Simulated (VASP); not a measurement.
# KF (CsCl type) (Pm-3m) in VASP: further runs

Runs on KF (CsCl type). Level: PBE. Tasks: single point.

Everything below comes from runs of VASP 6.6.1. Logs are shortened: lines on timing, memory, paths and dates and some standing lists are left out, and cuts for length are marked.

**1. The cell of the first run**

The structure is cubic, space group Pm-3m (No. 221). Conventional cell: a = 2.586 Å, b = 2.586 Å, c = 2.586 Å, α = 90.00°, β = 90.00°, γ = 90.00°. Within 3.0 Å of K (site symmetry m-3m) lie 8 F at 2.24 Å and 6 K at 2.59 Å. Within 3.0 Å of F (site symmetry m-3m) lie 8 K at 2.24 Å and 6 F at 2.59 Å.

**2. Single point, PBE (volume scaled by 0.5)**

The input, INCAR:

```
  PREC = Accurate
  ENCUT = 520
  EDIFF = 1E-6
  ISMEAR = -1
  SIGMA = 0.05
  LREAL = F
  LASPH = T
  NELM = 100
  ALGO = Normal
  ISIF = 2
  LWAVE = F
  LCHARG = T
  GGA = PE
  LELF = T
  LVHAR = T
  NBANDS = 15
```

The input, KPOINTS:

```
Automatic mesh
0
Gamma
  14 14 14
```

The input, POSCAR:

```
KF
1.0
    2.5864073196      0.0000000000      0.0000000000
    0.0000000000      2.5864073196      0.0000000000
    0.0000000000      0.0000000000      2.5864073196
K F
1 1
Direct
    0.0000000000      0.0000000000      0.0000000000
    0.5000000000      0.5000000000      0.5000000000
```

Potentials or basis: VASP PAW PBE potentials, release 64 (K_sv, F).

Run with:

```
$ cat potpaw_PBE.64/K_sv/POTCAR potpaw_PBE.64/F/POTCAR > POTCAR
$ mpirun -np 1 vasp_std > vasp.out
```

OUTCAR:

```text
PREC = Accurate
   ENCUT = 520
   EDIFF = 1E-6
   ISMEAR = -1
   LREAL = F
   LASPH = T
   NELM = 100
   ISIF = 2
   GGA = PE

 ion  position               nearest neighbor table
   1  0.000  0.000  0.000-   2 2.24   2 2.24   2 2.24   2 2.24   2 2.24   2 2.24   2 2.24   2 2.24

   2  0.500  0.500  0.500-   1 2.24   1 2.24   1 2.24   1 2.24   1 2.24   1 2.24   1 2.24   1 2.24

  LATTYP: Found a simple cubic cell.
 ALAT       =     2.5864073196

  Lattice vectors:

 A1 = (   2.5864073196,   0.0000000000,   0.0000000000)
 A2 = (   0.0000000000,   2.5864073196,   0.0000000000)
 A3 = (   0.0000000000,   0.0000000000,   2.5864073196)

Analysis of symmetry for initial positions (statically):
=====================================================================
 Subroutine PRICEL returns:
 Original cell was already a primitive cell.

 Routine SETGRP: Setting up the symmetry group for a
 simple cubic supercell.

 Subroutine GETGRP returns: Found 48 space group operations
 (whereof 48 operations were pure point group operations)
 out of a pool of 48 trial point group operations.

The static configuration has the point symmetry O_h .

Analysis of symmetry for dynamics (positions and initial velocities):
=====================================================================
 Subroutine PRICEL returns:
 Original cell was already a primitive cell.

 Routine SETGRP: Setting up the symmetry group for a
 simple cubic supercell.

 Subroutine GETGRP returns: Found 48 space group operations
 (whereof 48 operations were pure point group operations)
 out of a pool of 48 trial point group operations.

The dynamic configuration has the point symmetry O_h .

 Subroutine INISYM returns: Found 48 space group operations
 (whereof 48 operations are pure point group operations),
 and found     1 'primitive' translations

----------------------------------------------------------------------------------------

                                     Primitive cell

  volume of cell :      17.3018

  direct lattice vectors                    reciprocal lattice vectors
     2.586407320  0.000000000  0.000000000     0.386636704  0.000000000  0.000000000
     0.000000000  2.586407320  0.000000000     0.000000000  0.386636704  0.000000000
     0.000000000  0.000000000  2.586407320     0.000000000  0.000000000  0.386636704

  length of vectors
     2.586407320  2.586407320  2.586407320     0.386636704  0.386636704  0.386636704

  position of ions in fractional coordinates (direct lattice)
     0.000000000  0.000000000  0.000000000
     0.500000000  0.500000000  0.500000000

  ion indices of the primitive-cell ions
   primitive index   ion index
                 1           1
                 2           2

----------------------------------------------------------------------------------------

 KPOINTS: Automatic mesh

Automatic generation of k-mesh.
 Grid dimensions read from file:
 generate k-points for:   14   14   14

 Generating k-lattice:

  Cartesian coordinates                     Fractional coordinates (reciprocal lattice)
     0.027616907  0.000000000  0.000000000     0.071428571  0.000000000  0.000000000
     0.000000000  0.027616907  0.000000000     0.000000000  0.071428571  0.000000000
     0.000000000  0.000000000  0.027616907     0.000000000  0.000000000  0.071428571

  Length of vectors
     0.027616907  0.027616907  0.027616907

  Shift w.r.t. Gamma in fractional coordinates (k-lattice)
     0.000000000  0.000000000  0.000000000

 Subroutine IBZKPT returns following result:
 ===========================================

 Found    120 irreducible k-points:

 Following reciprocal coordinates:
            Coordinates               Weight
  0.000000  0.000000  0.000000      1.000000
  0.071429  0.000000  0.000000      6.000000
  0.142857  0.000000  0.000000      6.000000
  0.214286  0.000000  0.000000      6.000000
  0.285714  0.000000  0.000000      6.000000
  0.357143  0.000000  0.000000      6.000000
[... 16 lines left out ...]
  0.285714  0.214286  0.000000     24.000000
  0.357143  0.214286  0.000000     24.000000
 [... further k-points ...]
   k-points           NKPTS =    120   k-points in BZ     NKDIM =    120   number of bands    NBANDS=     15
   number of dos      NEDOS =    301   number of ions     NIONS =      2
   total plane-waves  NPLWV =   8000
   dimension x,y,z NGX =    20 NGY =   20 NGZ =   20
   dimension x,y,z NGXF=    40 NGYF=   40 NGZF=   40
   ions per type =               1   1
   NGX,Y,Z   is equivalent  to a cutoff of  12.86, 12.86, 12.86 a.u.
   NGXF,Y,Z  is equivalent  to a cutoff of  25.71, 25.71, 25.71 a.u.
 SYSTEM =  unknown system
   PREC   = accura    normal or accurate (medium, high low for compatibility)
   ISTART =      0    job   : 0-new  1-cont  2-samecut
   ICHARG =      2    charge: 1-file 2-atom 10-const
   ISPIN  =      1    spin polarized calculation?
   LNONCOLLINEAR =      F non collinear calculations
   LSORBIT =      F    spin-orbit coupling
   LASPH  =      T    aspherical Exc in radial PAW
   ENCUT  =  520.0 eV  38.22 Ry    6.18 a.u.   4.81  4.81  4.81*2*pi/ulx,y,z
   NELM   =    100;   NELMIN=  2; NELMDL= -5     # of ELM steps
   EDIFF  = 0.1E-05   stopping-criterion for ELM
   LREAL  =      F    real-space projection
   EDIFFG = 0.1E-04   stopping-criterion for IOM
   NSW    =      0    number of steps for IOM
   IBRION =     -1    ionic relax: 0-MD 1-quasi-New 2-CG
   NFREE  =      0    steps in history (QN), initial steepest desc. (CG)
   ISIF   =      2    stress and relaxation
   ISYM   =      2    0-nonsym 1-usesym 2-fastsym
   POTIM  = 0.5000    time-step for ionic-motion
   TEBEG  =    0.0;   TEEND  =   0.0 temperature during run
   PSTRESS=    0.0 pullay stress
   NELECT =      16.0000    total number of electrons
   NUPDOWN=      -1.0000    fix difference up-down
   EMIN   =  10.00;   EMAX   =-10.00  energy-range for DOS
   EFERMI =   0.00;   METHOD = LEGACY
   ISMEAR =    -1;   SIGMA  =   0.05  broadening in eV -4-tet -1-fermi 0-gaus
   EFERMI_NEDOS =   21; number of points for ismear=-14 and -15
   IALGO  =     38    algorithm
   IMIX   =      4    mixing-type and parameters
     AMIX     =   0.40;   BMIX     =  1.00
     AMIX_MAG =   1.60;   BMIX_MAG =  1.00
  volume/ion in A,a.u.               =       8.65        58.38
  Fermi-wavevector in a.u.,A,eV,Ry     =   1.594965  3.014047 34.612055  2.543914
  Thomas-Fermi vector in A             =   2.692958
   LORBIT       =      0    0 simple, 1 ext, 2 COOP (PROOUT), +10 PAW based schemes
   GGA     = PE    functional components
   LHFCALC =     F    Hartree Fock is set to
   AEXX    =    0.0000 exact exchange contribution
   IVDW    =     0    specifies the selected vdW correction
   LEPSILON=     F    determine dielectric tensor
   LRPA    =     F    only Hartree local field effects (RPA)
 non-spin polarized calculation
  energy-cutoff  :      520.00
  volume of cell :       17.30
 maximum number of plane-waves:       480
 NGX is ok and might be reduce to    20
   NGX =  9   NGY =  9   NGZ =  9

 number of electron      16.0000007 magnetization

 Free energy of the ion-electron system (eV)
  ---------------------------------------------------
  ext. energy  EPLUGINS =         0.00000000
  ---------------------------------------------------
  free energy    TOTEN  =        -4.53878106 eV

  energy without entropy =       -4.53878106  energy(sigma->0) =       -4.53878106

 E-fermi :   3.1209     XC(G=0): -12.8967

 val. band max:        2.1332973278   @ k =   0.0000   0.0000   0.0000
 cond. band min:       9.7958159748   @ k =   0.0000   0.0000   0.0000
 fundamental gap:      7.6625186470
 Fermi energy:         3.1209122367

 k-point     1 :       0.0000    0.0000    0.0000
  band No.  band energies     occupation
      1     -25.8143      2.00000
      2     -17.5115      2.00000
      3      -6.3622      2.00000
      4      -6.3622      2.00000
      5      -6.3622      2.00000
      6       2.1333      2.00000
      7       2.1333      2.00000
      8       2.1333      2.00000
      9       9.7958      0.00000
     10       9.7958      0.00000
     11      16.1977      0.00000
     12      20.2657      0.00000
     13      20.2657      0.00000
     14      20.2657      0.00000
     15      31.9694      0.00000

 k-point     2 :       0.0714    0.0000    0.0000
  band No.  band energies     occupation
      1     -25.7536      2.00000
      2     -17.5764      2.00000
      3      -6.4878      2.00000
      4      -6.3203      2.00000
      5      -6.3203      2.00000
      6       1.9718      2.00000
      7       2.0784      2.00000
      8       2.0784      2.00000
      9       9.8682      0.00000
     10      10.1422      0.00000
     11      16.4217      0.00000
     12      20.1250      0.00000
     13      20.1250      0.00000
     14      20.3041      0.00000
     15      30.9317      0.00000

 k-point     3 :       0.1429    0.0000    0.0000
  band No.  band energies     occupation
      1     -25.5760      2.00000
      2     -17.7712      2.00000
      3      -6.8055      2.00000
      4      -6.1996      2.00000
      5      -6.1996      2.00000
      6       1.5335      2.00000
      7       1.9199      2.00000
      8       1.9199      2.00000
      9      10.0791      0.00000
     10      11.0994      0.00000
     11      17.0596      0.00000
     12      19.7630      0.00000
     13      19.7630      0.00000
     14      20.4138      0.00000
     15      28.9466      0.00000
[... 343 lines left out ...]
 k-point    23 :       0.2857    0.2143    0.0000
  band No.  band energies     occupation
      1     -24.5074      2.00000
      2     -18.5298      2.00000
      3      -8.4383      2.00000
      4      -6.7548      2.00000
      5      -5.5394      2.00000
      6       0.1180      2.00000
      7       1.3352      2.00000
      8       1.7251      2.00000
      9      12.2667      0.00000
     10      15.3774      0.00000
     11      15.8687      0.00000
     12      17.9131      0.00000
     13      19.4716      0.00000
     14      21.4791      0.00000
     15      27.5717      0.00000

 k-point    24 :       0.3571    0.2143    0.0000
  band No.  band energies     occupation
      1     -24.1849      2.00000
      2     -18.7743      2.00000
      3      -8.6523      2.00000
      4      -7.1126      2.00000
      5      -5.3645      2.00000
      6       0.1494      2.00000
      7       1.1944      2.00000
      8       1.4863      2.00000
      9      12.5860      0.00000
     10      15.3283      0.00000
     11      16.6545      0.00000
     12      17.6162      0.00000
     13      19.0813      0.00000
     14      22.6853      0.00000
     15      26.6969      0.00000

 [... further k-points ...]
[... 5 lines left out ...]
  --------------------------------------------------------------------------------------
  -------------------------------------------------------------------------------------
  Total       13.8575225     13.8575225     13.8575225      0.0000000     -0.0000000      0.0000000
  in kB     1283.2326809   1283.2326809   1283.2326809      0.0000000     -0.0000000      0.0000000
  external PRESSURE =    1283.2326809 kB  Pullay stress =       0.0000000 kB

 VOLUME and BASIS-vectors are now :
 -----------------------------------------------------------------------------
  energy-cutoff  :      520.00
  volume of cell :       17.30
      direct lattice vectors                 reciprocal lattice vectors
     2.586407320  0.000000000  0.000000000     0.386636704  0.000000000  0.000000000
     0.000000000  2.586407320  0.000000000     0.000000000  0.386636704  0.000000000
     0.000000000  0.000000000  2.586407320     0.000000000  0.000000000  0.386636704

 POSITION                                       TOTAL-FORCE (eV/Angst)
 -----------------------------------------------------------------------------------
      0.00000      0.00000      0.00000         0.000000      0.000000      0.000000
      1.29320      1.29320      1.29320         0.000000      0.000000      0.000000
 -----------------------------------------------------------------------------------
    total drift:                                0.000000      0.000000      0.000000

  FREE ENERGIE OF THE ION-ELECTRON SYSTEM (eV)
  ---------------------------------------------------
  free  energy   TOTEN  =        -4.5387810557 eV

  energy  without entropy=       -4.5387810556  energy(sigma->0) =       -4.53878106
```

Wall time 15 s (1 thread of AMD EPYC 9R45 (Zen 5), shared host); peak memory 0.11 GiB.

Results:

| Property | Result |
| --- | --- |
| Free energy | -4.5388 eV |
| Pressure | 128.3 GPa |
| Band gap on the k mesh | 7.66 eV, direct |

Levels at points of the mesh, in eV from the valence-band top:
```tsv
k point	band 6	band 7	band 8	band 9	band 10	band 11
(0.00, 0.00, 0.00)	0.00	0.00	0.00	7.66	7.66	14.06
(0.50, 0.00, 0.00)	-2.91	-1.31	-1.31	9.55	14.24	16.14
(0.50, 0.50, 0.00)	-0.71	-0.61	-0.61	9.88	10.88	14.01
(0.50, 0.50, 0.50)	-3.90	-3.90	-3.90	13.94	13.94	13.94
```

**3. Single point, PBE (volume scaled by 0.5)**

The input, INCAR:

```
SYSTEM = KF
PREC = Accurate
ENCUT = 520
EDIFF = 1E-6
ISMEAR = -1
SIGMA = 0.05
LREAL = .False.
LASPH = .True.
NELM = 60
ALGO = Normal
ISIF = 2
LWAVE = .False.
LCHARG = .False.
GGA = PE
NBANDS = 15
```

The input, KPOINTS:

```
Automatic mesh
0
Gamma
  14 14 14
  0 0 0
```

POSCAR is that of step 2.

Potentials or basis: VASP PAW PBE potentials, release 64 (K_sv, F).

Run with:

```
$ cat potpaw_PBE.64/K_sv/POTCAR potpaw_PBE.64/F/POTCAR > POTCAR
$ mpirun -np 1 vasp_std > vasp.out
```

Run time: 14 s. Hardware: 1 thread of AMD EPYC 9R45 (Zen 5), shared host; peak memory 0.12 GiB.

The run converged. Its results:

```
Free energy            : -4.5388 eV
Pressure               : 128.3 GPa
Band gap on the k mesh : 7.66 eV, direct
```

Levels at points of the mesh, in eV from the valence-band top:
```csv
k point,band 4,band 5,band 6,band 7,band 8,band 9,band 10,band 11,band 12,band 13
"(0.00, 0.00, 0.00)",-8.50,-8.50,0.00,0.00,0.00,7.66,7.66,14.06,18.13,18.13
"(0.50, 0.00, 0.00)",-7.49,-7.49,-2.91,-1.31,-1.31,9.55,14.24,16.14,16.14,18.99
"(0.50, 0.50, 0.00)",-12.19,-7.04,-0.71,-0.61,-0.61,9.88,10.88,14.01,14.01,21.75
"(0.50, 0.50, 0.50)",-10.58,-10.58,-3.90,-3.90,-3.90,13.94,13.94,13.94,22.15,22.15
```

 A k mesh can miss the band edges.

**4. Single point, PBE (volume scaled by 0.58)**

The input, INCAR:

```
SYSTEM = KF
PREC     = Accurate       ! precision mode
ENCUT    = 520            ! plane-wave cutoff, eV
EDIFF    = 1E-6           ! SCF threshold, eV
ISMEAR   = -1             ! smearing method
SIGMA    = 0.05           ! smearing width, eV
LREAL    = .False.        ! projectors in reciprocal space
LASPH    = .True.         ! aspherical terms in the spheres
NELM     = 80             ! most SCF steps
ALGO     = Normal         ! electronic algorithm
ISIF     = 2              ! what is computed and relaxed
LWAVE    = .False.        ! write WAVECAR
LCHARG   = .True.         ! write CHGCAR
GGA      = PE             ! functional
LELF     = .True.         ! ELF
LVHAR    = .True.       
NBANDS   = 15             ! bands
```

KPOINTS is that of step 3.

The input, POSCAR:

```
KF
1.0
    2.7175836255      0.0000000000      0.0000000000
    0.0000000000      2.7175836255      0.0000000000
    0.0000000000      0.0000000000      2.7175836255
K F
1 1
Direct
    0.0000000000      0.0000000000      0.0000000000
    0.5000000000      0.5000000000      0.5000000000
```

Run with:

```
$ cat potpaw_PBE.64/K_sv/POTCAR potpaw_PBE.64/F/POTCAR > POTCAR
$ mpirun -np 1 vasp_std > vasp.out
```

It took 15 s on 1 thread of AMD EPYC 9R45 (Zen 5), shared host; peak memory 0.12 GiB.

It converged, with:

```
Free energy            : -6.2055 eV
Pressure               : 70.1 GPa
Band gap on the k mesh : 8.14 eV, direct
```

Levels at points of the mesh, in eV from the valence-band top:
```
           k point  band 5  band 6  band 7  band 8  band 9  band 10  band 11  band 12
(0.00, 0.00, 0.00)   -8.56    0.00    0.00    0.00    8.14     8.14    11.77    17.25
(0.50, 0.00, 0.00)   -7.93   -2.40   -0.81   -0.81    9.79    13.19    15.37    15.37
(0.50, 0.50, 0.00)   -7.61   -0.63   -0.63   -0.36    9.70    10.62    13.75    13.75
(0.50, 0.50, 0.50)  -10.24   -2.88   -2.88   -2.88   13.16    13.16    13.16    20.56
```

 A k mesh can miss the band edges.

**5. Single point, PBE (volume scaled by 0.58)**

The input, INCAR:

```
  PREC = Accurate
  ENCUT = 520
  EDIFF = 1E-6
  ISMEAR = -1
  SIGMA = 0.05
  LREAL = F
  LASPH = T
  NELM = 100
  ALGO = Normal
  ISIF = 2
  LWAVE = F
  LCHARG = F
  GGA = PE
  NBANDS = 15
```

The input, KPOINTS:

```
Automatic mesh
0
Gamma
  14 14 14
```

POSCAR is that of step 4.

Run with:

```
$ cat potpaw_PBE.64/K_sv/POTCAR potpaw_PBE.64/F/POTCAR > POTCAR
$ mpirun -np 1 vasp_std > vasp.out
```

Wall time 15 s (1 thread of AMD EPYC 9R45 (Zen 5), shared host); peak memory 0.12 GiB.

It converged, with:

```yaml
Free_energy: -6.2055 eV
Pressure: 70.1 GPa
Band_gap_on_the_k_mesh: 8.14 eV, direct
```

Levels at points of the mesh, in eV from the valence-band top:
```
           k point  band 5  band 6  band 7  band 8  band 9  band 10  band 11  band 12
(0.00, 0.00, 0.00)   -8.56    0.00    0.00    0.00    8.14     8.14    11.77    17.25
(0.50, 0.00, 0.00)   -7.93   -2.40   -0.81   -0.81    9.79    13.19    15.37    15.37
(0.50, 0.50, 0.00)   -7.61   -0.63   -0.63   -0.36    9.70    10.62    13.75    13.75
(0.50, 0.50, 0.50)  -10.24   -2.88   -2.88   -2.88   13.16    13.16    13.16    20.56
```

 A k mesh can miss the band edges.

**6. Single point, PBE (volume scaled by 0.68)**

The input, INCAR:

```
PREC = Accurate
ENCUT = 520
EDIFF = 1E-7
ISMEAR = -1
SIGMA = 0.05
LREAL = False
LASPH = True
NELM = 100
ALGO = Normal
ISIF = 2
LWAVE = False
LCHARG = False
GGA = PE
NBANDS = 15
```

The input, KPOINTS:

```
regular mesh
0
Gamma
  14 14 14
```

The input, POSCAR:

```
KF
1.0
    2.8655625327      0.0000000000      0.0000000000
    0.0000000000      2.8655625327      0.0000000000
    0.0000000000      0.0000000000      2.8655625327
K F
1 1
Direct
    0.0000000000      0.0000000000      0.0000000000
    0.5000000000      0.5000000000      0.5000000000
```

Potentials or basis: VASP PAW PBE potentials, release 64 (K_sv, F).

Run with:

```
$ cat potpaw_PBE.64/K_sv/POTCAR potpaw_PBE.64/F/POTCAR > POTCAR
$ mpirun -np 1 vasp_std > vasp.out
```

Run time: 23 s. Hardware: 1 thread of AMD EPYC 9R45 (Zen 5), shared host; peak memory 0.13 GiB.

Results (log left out):

* Free energy: -7.2830 eV
* Pressure: 33.5 GPa
* Band gap on the k mesh: 8.41 eV, direct

Levels at points of the mesh, in eV from the valence-band top:
| k point | band 6 | band 7 | band 8 | band 9 | band 10 | band 11 |
| --- | --- | --- | --- | --- | --- | --- |
| (0.00, 0.00, 0.00) | 0.00 | 0.00 | 0.00 | 8.41 | 8.41 | 9.74 |
| (0.50, 0.00, 0.00) | -1.95 | -0.47 | -0.47 | 9.83 | 12.05 | 14.52 |
| (0.50, 0.50, 0.00) | -0.65 | -0.65 | -0.14 | 9.41 | 10.23 | 13.32 |
| (0.50, 0.50, 0.50) | -2.09 | -2.09 | -2.09 | 12.34 | 12.34 | 12.34 |

**7. The runs side by side**

```csv
cell,gap on the mesh (eV),pressure (GPa)
"a = 2.586 Å, 2 atoms",7.66,128.3
"a = 2.718 Å, 2 atoms",8.14,70.1
"a = 2.866 Å, 2 atoms",8.41,33.5
```

Alike in all rows: task single point; level PBE; potentials or basis VASP PAW PBE potentials, release 64 (K_sv, F); no spin polarisation; k mesh 14 × 14 × 14; cutoff (eV) 520; smearing fermi-dirac 0.05 eV.

Absolute energies hang on the potentials; compare differences alone.
